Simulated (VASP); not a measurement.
Set up this calculation in VASP 6.6.1, as the native input.

* Task: single point
* Functional: PBE
* Potentials or basis: VASP PAW PBE potentials, release 64 (O, Ba_sv, S)
* Cutoff: 520 eV
* k mesh: 4 × 4 × 2
* Occupations: gaussian, width 0.01 eV
* Spin: no spin polarisation
* Dipole correction: no
* Further INCAR settings: ALGO = Normal; EDIFF = 1e-06; NBANDS = 24

The structure of Ba2SO lies in POSCAR:

```
Ba2SO
1.0
    4.2930151457      0.0000000000      0.0000000000
    0.0000000000      4.2930151457      0.0000000000
    0.0000000000      0.0000000000      6.0775336334
O Ba S
1 2 1
Direct
    0.0000000000      0.0000000000      0.0000000000
    0.0000000000      0.0000000000      0.5000000000
    0.5000000000      0.5000000000      0.0000000000
    0.5000000000      0.5000000000      0.5000000000
```

One way to write it, as run:

INCAR

```
ALGO = Normal ; EDIFF = 1E-6
ENCUT = 520 ; GGA = PE
ISIF = 2 ; ISMEAR = 0
LASPH = T ; LCHARG = T
LELF = T ; LREAL = F
LVHAR = T ; LWAVE = F
NBANDS = 24 ; NELM = 100
PREC = Accurate ; SIGMA = 0.01
```

KPOINTS

```
k-points
0
Gamma
  4 4 2
```

Potentials or basis: VASP PAW PBE potentials, release 64 (O, Ba_sv, S).

Command:

```sh
$ cat potpaw_PBE.64/O/POTCAR potpaw_PBE.64/Ba_sv/POTCAR potpaw_PBE.64/S/POTCAR > POTCAR
$ mpirun -np 1 vasp_std > vasp.out
```

It gave:

* Pressure: 1.5 GPa
* Band gap on the k mesh: 1.55 eV, direct

Caveat: the k points lie up to 0.52 Å⁻¹ apart; spin-orbit coupling is left out, which moves the levels of the heavy elements.

Wall time 23 s on 1 thread of AMD EPYC 7R43 64-Core Processor (Zen 3), on a shared host, peak memory 0.19 GiB.
